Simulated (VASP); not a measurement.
# SiO2 (P4_122) in VASP: single point with r2SCAN

Aim: the single point of SiO2 with r2SCAN.

All numbers are computed with VASP 6.6.1; they aren't measurements. Logs are shortened: lines on timing, memory, paths and dates and some standing lists are left out, and cuts for length are marked.

## 1. The cell of the first run

Symmetry: P4_122, No. 91, tetragonal system. Conventional cell: a = 6.094 Å, b = 6.094 Å, c = 4.769 Å, α = 90.00°, β = 90.00°, γ = 90.00°. Si (site symmetry 2) has 4 O at 1.62 to 1.63 Å within 2.2 Å. O (site symmetry 2) has 2 Si at 1.63 Å within 2.2 Å. Within 2.2 Å of O (site symmetry 2) lie 2 Si at 1.62 Å.

## 2. Single point, r2SCAN

POSCAR

```
SiO2
1.0
    6.0938179947      0.0000000000      0.0000000000
    0.0000000000      6.0938179947      0.0000000000
    0.0000000000      0.0000000000      4.7689420648
Si O
4 8
Direct
    0.3466393589      0.0000000000      0.7500000000
    0.6533606411      0.0000000000      0.2500000000
    0.0000000000      0.3466393589      0.0000000000
    0.0000000000      0.6533606411      0.5000000000
    0.5000000000      0.0990144095      0.5000000000
    0.5000000000      0.9009855905      0.0000000000
    0.1962494719      0.1962494719      0.8750000000
    0.1962494719      0.8037505281      0.6250000000
    0.8037505281      0.1962494719      0.1250000000
    0.8037505281      0.8037505281      0.3750000000
    0.9009855905      0.5000000000      0.7500000000
    0.0990144095      0.5000000000      0.2500000000
```

INCAR.step1

```
PREC = Accurate
ENCUT = 520
ISMEAR = 0
SIGMA = 0.02
LREAL = False
LASPH = True
NELM = 60
NBANDS = 44
GGA = PE
ALGO = Normal
EDIFF = 1E-4
LWAVE = True
LCHARG = False
```

INCAR.step2

```
PREC = Accurate
ENCUT = 520
EDIFF = 1E-6
ISMEAR = 0
SIGMA = 0.02
LREAL = False
LASPH = True
NELM = 60
ALGO = Normal
ISIF = 2
LWAVE = False
LCHARG = False
METAGGA = R2SCAN
LMIXTAU = True
NBANDS = 44
ISTART = 1
```

KPOINTS

```
Automatic mesh
0
Gamma
  4 4 6
```

Potentials or basis: VASP PAW PBE potentials, release 64 (Si, O).

Command:

```sh
$ cat potpaw_PBE.64/Si/POTCAR potpaw_PBE.64/O/POTCAR > POTCAR
$ cp INCAR.step1 INCAR
$ mpirun -np 1 vasp_std > vasp.out
$ cp INCAR.step2 INCAR
$ mpirun -np 1 vasp_std > vasp.out
```

OUTCAR:

```text
PREC = Accurate
   ENCUT = 520
   EDIFF = 1E-6
   ISMEAR = 0
   LREAL = False
   LASPH = True
   NELM = 60
   ISIF = 2
   METAGGA = R2SCAN
   ISTART = 1

 ion  position               nearest neighbor table
   1  0.347  0.000  0.750-   7 1.62   8 1.62   5 1.63   6 1.63   2 3.03   2 3.03
   2  0.653  0.000  0.250-   9 1.62  10 1.62   5 1.63   6 1.63   1 3.03   1 3.03
   3  0.000  0.347  0.000-   7 1.62   9 1.62  11 1.63  12 1.63   4 3.03   4 3.03
   4  0.000  0.653  0.500-   8 1.62  10 1.62  11 1.63  12 1.63   3 3.03   3 3.03
   5  0.500  0.099  0.500-   1 1.63   2 1.63
   6  0.500  0.901  0.000-   1 1.63   2 1.63
   7  0.196  0.196  0.875-   1 1.62   3 1.62
   8  0.196  0.804  0.625-   1 1.62   4 1.62
   9  0.804  0.196  0.125-   2 1.62   3 1.62
  10  0.804  0.804  0.375-   2 1.62   4 1.62
  11  0.901  0.500  0.750-   3 1.63   4 1.63
  12  0.099  0.500  0.250-   3 1.63   4 1.63

  LATTYP: Found a simple tetragonal cell.
 ALAT       =     6.0938179947
 C/A-ratio  =     0.7825868887

  Lattice vectors:

 A1 = (   6.0938179947,   0.0000000000,   0.0000000000)
 A2 = (   0.0000000000,   6.0938179947,   0.0000000000)
 A3 = (   0.0000000000,   0.0000000000,   4.7689420648)

Analysis of symmetry for initial positions (statically):
=====================================================================
 Subroutine PRICEL returns:
 Original cell was already a primitive cell.

 Routine SETGRP: Setting up the symmetry group for a
 simple tetragonal supercell.

 Subroutine GETGRP returns: Found  8 space group operations
 (whereof  2 operations were pure point group operations)
 out of a pool of 16 trial point group operations.

The static configuration has the point symmetry C_2 .
 The point group associated with its full space group is D_4 .

Analysis of symmetry for dynamics (positions and initial velocities):
=====================================================================
 Subroutine PRICEL returns:
 Original cell was already a primitive cell.

 Routine SETGRP: Setting up the symmetry group for a
 simple tetragonal supercell.

 Subroutine GETGRP returns: Found  8 space group operations
 (whereof  2 operations were pure point group operations)
 out of a pool of 16 trial point group operations.

The dynamic configuration has the point symmetry C_2 .
 The point group associated with its full space group is D_4 .

 Subroutine INISYM returns: Found  8 space group operations
 (whereof  2 operations are pure point group operations),
 and found     1 'primitive' translations

----------------------------------------------------------------------------------------

                                     Primitive cell

  volume of cell :     177.0928

  direct lattice vectors                    reciprocal lattice vectors
     6.093817995  0.000000000  0.000000000     0.164100733  0.000000000  0.000000000
     0.000000000  6.093817995  0.000000000     0.000000000  0.164100733  0.000000000
     0.000000000  0.000000000  4.768942065     0.000000000  0.000000000  0.209690113

  length of vectors
     6.093817995  6.093817995  4.768942065     0.164100733  0.164100733  0.209690113

  position of ions in fractional coordinates (direct lattice)
     0.346639359  0.000000000  0.750000000
     0.653360641  0.000000000  0.250000000
     0.000000000  0.346639359  0.000000000
     0.000000000  0.653360641  0.500000000
     0.500000000  0.099014410  0.500000000
     0.500000000  0.900985590  0.000000000
     0.196249472  0.196249472  0.875000000
     0.196249472  0.803750528  0.625000000
     0.803750528  0.196249472  0.125000000
     0.803750528  0.803750528  0.375000000
     0.900985590  0.500000000  0.750000000
     0.099014410  0.500000000  0.250000000

  ion indices of the primitive-cell ions
   primitive index   ion index
                 1           1
                 2           2
                 3           3
                 4           4
                 5           5
                 6           6
                 7           7
                 8           8
                 9           9
                10          10
                11          11
                12          12

----------------------------------------------------------------------------------------

 KPOINTS: Automatic mesh

Automatic generation of k-mesh.
 Grid dimensions read from file:
 generate k-points for:    4    4    6

 Generating k-lattice:

  Cartesian coordinates                     Fractional coordinates (reciprocal lattice)
     0.041025183  0.000000000  0.000000000     0.250000000  0.000000000  0.000000000
     0.000000000  0.041025183  0.000000000     0.000000000  0.250000000  0.000000000
     0.000000000  0.000000000  0.034948352     0.000000000  0.000000000  0.166666667

  Length of vectors
     0.041025183  0.041025183  0.034948352

  Shift w.r.t. Gamma in fractional coordinates (k-lattice)
     0.000000000  0.000000000  0.000000000

 Subroutine IBZKPT returns following result:
 ===========================================

 Found     24 irreducible k-points:

 Following reciprocal coordinates:
            Coordinates               Weight
  0.000000  0.000000  0.000000      1.000000
  0.250000  0.000000  0.000000      4.000000
  0.500000  0.000000  0.000000      2.000000
  0.250000  0.250000  0.000000      4.000000
  0.500000  0.250000  0.000000      4.000000
  0.500000  0.500000  0.000000      1.000000
[... 16 lines left out ...]
  0.500000  0.250000  0.500000      4.000000
  0.500000  0.500000  0.500000      1.000000
   k-points           NKPTS =     24   k-points in BZ     NKDIM =     24   number of bands    NBANDS=     44
   number of dos      NEDOS =    301   number of ions     NIONS =     12
   total plane-waves  NPLWV =  82944
   dimension x,y,z NGX =    48 NGY =   48 NGZ =   36
   dimension x,y,z NGXF=    96 NGYF=   96 NGZF=   72
   ions per type =               4   8
   NGX,Y,Z   is equivalent  to a cutoff of  13.09, 13.09, 12.55 a.u.
   NGXF,Y,Z  is equivalent  to a cutoff of  26.19, 26.19, 25.10 a.u.
 SYSTEM =  unknown system
   PREC   = accura    normal or accurate (medium, high low for compatibility)
   ISTART =      1    job   : 0-new  1-cont  2-samecut
   ICHARG =      0    charge: 1-file 2-atom 10-const
   ISPIN  =      1    spin polarized calculation?
   LNONCOLLINEAR =      F non collinear calculations
   LSORBIT =      F    spin-orbit coupling
   LASPH  =      T    aspherical Exc in radial PAW
   ENCUT  =  520.0 eV  38.22 Ry    6.18 a.u.  11.33 11.33  8.87*2*pi/ulx,y,z
   NELM   =     60;   NELMIN=  2; NELMDL=  0     # of ELM steps
   EDIFF  = 0.1E-05   stopping-criterion for ELM
   LREAL  =      F    real-space projection
   EDIFFG = 0.1E-04   stopping-criterion for IOM
   NSW    =      0    number of steps for IOM
   IBRION =     -1    ionic relax: 0-MD 1-quasi-New 2-CG
   NFREE  =      0    steps in history (QN), initial steepest desc. (CG)
   ISIF   =      2    stress and relaxation
   ISYM   =      2    0-nonsym 1-usesym 2-fastsym
   POTIM  = 0.5000    time-step for ionic-motion
   TEBEG  =    0.0;   TEEND  =   0.0 temperature during run
   PSTRESS=    0.0 pullay stress
   NELECT =      64.0000    total number of electrons
   NUPDOWN=      -1.0000    fix difference up-down
   EMIN   =  10.00;   EMAX   =-10.00  energy-range for DOS
   EFERMI =   0.00;   METHOD = LEGACY
   ISMEAR =     0;   SIGMA  =   0.02  broadening in eV -4-tet -1-fermi 0-gaus
   EFERMI_NEDOS =   21; number of points for ismear=-14 and -15
   IALGO  =     38    algorithm
   IMIX   =      4    mixing-type and parameters
     AMIX     =   0.40;   BMIX     =  1.00
     AMIX_MAG =   1.60;   BMIX_MAG =  1.00
  volume/ion in A,a.u.               =      14.76        99.59
  Fermi-wavevector in a.u.,A,eV,Ry     =   1.166096  2.203603 18.500944  1.359781
  Thomas-Fermi vector in A             =   2.302614
   LORBIT       =      0    0 simple, 1 ext, 2 COOP (PROOUT), +10 PAW based schemes
   METAGGA = R2SCAN    functional components
   LHFCALC =     F    Hartree Fock is set to
   AEXX    =    0.0000 exact exchange contribution
   IVDW    =     0    specifies the selected vdW correction
   LEPSILON=     F    determine dielectric tensor
   LRPA    =     F    only Hartree local field effects (RPA)
 non-spin polarized calculation
 Gauss-broadening in eV      SIGMA  =   0.02
  energy-cutoff  :      520.00
  volume of cell :      177.09
 maximum number of plane-waves:      4804
 NGX is ok and might be reduce to    48
   NGX = 23   NGY = 23   NGZ = 17

 number of electron      63.9999983 magnetization

 Free energy of the ion-electron system (eV)
  ---------------------------------------------------
  ext. energy  EPLUGINS =         0.00000000
  ---------------------------------------------------
  free energy    TOTEN  =      -118.96782434 eV

  energy without entropy =     -118.96782434  energy(sigma->0) =     -118.96782434

 E-fermi :  -0.3668     XC(G=0):  -8.7146

 val. band max:       -0.5197920398   @ k =   0.0000   0.0000   0.0000
 cond. band min:       5.6355142668   @ k =   0.0000   0.0000   0.0000
 fundamental gap:      6.1553063066
 Fermi energy:        -0.3668458764

 k-point     1 :       0.0000    0.0000    0.0000
  band No.  band energies     occupation
      1     -20.8496      2.00000
      2     -19.9190      2.00000
      3     -19.4980      2.00000
      4     -19.4980      2.00000
      5     -18.9105      2.00000
      6     -18.8427      2.00000
[... 36 lines left out ...]
     43      12.5697      0.00000
     44      12.6397      0.00000

 k-point     2 :       0.2500    0.0000    0.0000
  band No.  band energies     occupation
      1     -20.7683      2.00000
      2     -20.1589      2.00000
      3     -19.4900      2.00000
      4     -19.3235      2.00000
      5     -18.9216      2.00000
      6     -18.8546      2.00000
[... 1026 lines left out ...]
 k-point    24 :       0.5000    0.5000    0.5000
  band No.  band energies     occupation
      1     -20.2392      2.00000
      2     -20.2392      2.00000
      3     -19.6423      2.00000
      4     -19.6423      2.00000
      5     -18.8785      2.00000
      6     -18.8785      2.00000
[... 36 lines left out ...]
     43      11.0028      0.00000
     44      11.0028      0.00000

------------------------ aborting loop because EDIFF is reached ----------------------------------------

  FORCE on cell =-STRESS in cart. coord.  units (eV):
  Direction    XX          YY          ZZ          XY          YZ          ZX
  --------------------------------------------------------------------------------------
  -------------------------------------------------------------------------------------
  Total       -4.8212821     -4.8212821     -4.9230232      0.0000000      0.0000000      0.0000000
  in kB      -43.6186405    -43.6186405    -44.5391021      0.0000000      0.0000000      0.0000000
  external PRESSURE =     -43.9254610 kB  Pullay stress =       0.0000000 kB

 VOLUME and BASIS-vectors are now :
 -----------------------------------------------------------------------------
  energy-cutoff  :      520.00
  volume of cell :      177.09
      direct lattice vectors                 reciprocal lattice vectors
     6.093817995  0.000000000  0.000000000     0.164100733  0.000000000  0.000000000
     0.000000000  6.093817995  0.000000000     0.000000000  0.164100733  0.000000000
     0.000000000  0.000000000  4.768942065     0.000000000  0.000000000  0.209690113

 POSITION                                       TOTAL-FORCE (eV/Angst)
 -----------------------------------------------------------------------------------
      2.11236      0.00000      3.57671         0.004081     -0.000000      0.000000
      3.98146      0.00000      1.19224        -0.004081     -0.000000      0.000000
      0.00000      2.11236      0.00000         0.000000      0.004081      0.000000
      0.00000      3.98146      2.38447         0.000000     -0.004081      0.000000
      3.04691      0.60338      2.38447         0.000000     -0.357496      0.000000
      3.04691      5.49044      0.00000         0.000000      0.357496      0.000000
      1.19591      1.19591      4.17282        -0.094974     -0.094974      0.000000
      1.19591      4.89791      2.98059        -0.094974      0.094974     -0.000000
      4.89791      1.19591      0.59612         0.094974     -0.094974     -0.000000
      4.89791      4.89791      1.78835         0.094974      0.094974      0.000000
      5.49044      3.04691      3.57671         0.357496      0.000000      0.000000
      0.60338      3.04691      1.19224        -0.357496      0.000000      0.000000
 -----------------------------------------------------------------------------------
    total drift:                               -0.000000      0.000000      0.000000

  FREE ENERGIE OF THE ION-ELECTRON SYSTEM (eV)
  ---------------------------------------------------
  free  energy   TOTEN  =      -118.9678243362 eV

  energy  without entropy=     -118.9678243362  energy(sigma->0) =     -118.96782434
```

Wall time 16 min (1 thread of Intel Xeon 8259CL, shared host); peak memory 0.38 GiB.

Results:

| Property | Result |
| --- | --- |
| Free energy | -118.9678 eV |
| Pressure | -4.4 GPa |
| Largest force | 0.357 eV/Å |
| Band gap on the k mesh | 6.16 eV |

Forces in eV/Å, atoms in the order of the input:
```
Si   0.004  0.000  0.000
Si  -0.004  0.000  0.000
Si   0.000  0.004  0.000
Si   0.000 -0.004  0.000
O    0.000 -0.357  0.000
O    0.000  0.357  0.000
O   -0.095 -0.095  0.000
O   -0.095  0.095  0.000
O    0.095 -0.095  0.000
O    0.095  0.095  0.000
O    0.357  0.000  0.000
O   -0.357  0.000  0.000
```

Levels at points of the mesh, in eV from the valence-band top:
```csv
k point,band 28,band 29,band 30,band 31,band 32,band 33,band 34,band 35,band 36,band 37
"(0.00, 0.00, 0.00)",-0.85,-0.80,-0.70,-0.48,0.00,6.16,9.31,9.47,9.47,9.53
"(0.50, 0.00, 0.00)",-0.86,-0.78,-0.56,-0.34,-0.33,7.44,8.04,9.21,9.77,10.38
"(0.50, 0.50, 0.00)",-1.20,-1.15,-0.44,-0.14,-0.14,8.60,8.60,8.72,9.35,9.70
"(0.00, 0.00, 0.50)",-1.34,-0.59,-0.59,-0.20,-0.20,8.42,8.42,10.21,10.21,10.37
"(0.50, 0.00, 0.50)",-0.85,-0.69,-0.69,-0.43,-0.43,8.96,8.96,9.67,9.67,10.19
"(0.50, 0.50, 0.50)",-0.92,-0.85,-0.85,-0.47,-0.47,9.40,9.40,9.95,9.95,10.07
```

Caveat: the cell stands under tension; the PAW data sets were made with another functional, which shifts forces and pressure a little.
